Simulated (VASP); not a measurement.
Write the native input for VASP 6.6.1 that does the following.

| Quantity | Value |
| --- | --- |
| Task | single point |
| Functional | PBEsol |
| Potentials or basis | VASP PAW PBE potentials, release 64 (W_sv) |
| Cutoff | 520 eV |
| k mesh | 12 × 12 × 7 |
| Occupations | fermi-dirac, width 0.05 eV |
| Spin | no spin polarisation |
| Dipole correction | no |
| Further INCAR settings | ALGO = Normal; EDIFF = 1e-06; NBANDS = 21 |

The structure of W lies in POSCAR:

```
W
1.0
    2.8445100090      0.0000000000      0.0000000000
   -1.4222550045      2.4634179291      0.0000000000
    0.0000000000      0.0000000000      4.6081062146
W
2
Direct
    0.2333333333      0.6166666667      0.1750000000
    0.7666666667      0.3833333333      0.8250000000
```

This cell differs from its parent crystal: shortest bond scaled by 0.7.

The input as run:

INCAR

```
PREC = Accurate
ENCUT = 520
EDIFF = 1E-6
ISMEAR = -1
SIGMA = 0.05
LREAL = F
LASPH = T
NELM = 80
ALGO = Normal
ISIF = 2
LWAVE = F
LCHARG = F
GGA = PS
NBANDS = 21
```

KPOINTS

```
regular mesh
0
Gamma
  12 12 7
```

Potentials or basis: VASP PAW PBE potentials, release 64 (W_sv).

Run with:

```bash
$ cat potpaw_PBE.64/W_sv/POTCAR > POTCAR
$ mpirun -np 1 vasp_std > vasp.out
```

Results of the run:

```yaml
Pressure: 82.3 GPa
Largest_force: 18.683 eV/Å
Band_gap_on_the_k_mesh: zero (band 14 reaches 12.25 eV, above the bottom of band 15 at 9.37 eV)
```

Caveat: the cell differs from its parent crystal (shortest bond scaled by 0.7); the PAW data sets were made with another functional, which shifts forces and pressure a little; spin-orbit coupling is left out, which moves the levels of the heavy elements.

Wall time 68 s on 1 thread of Intel(R) Xeon(R) 6975P-C (Granite Rapids), with other jobs on the host, peak memory 0.26 GiB.
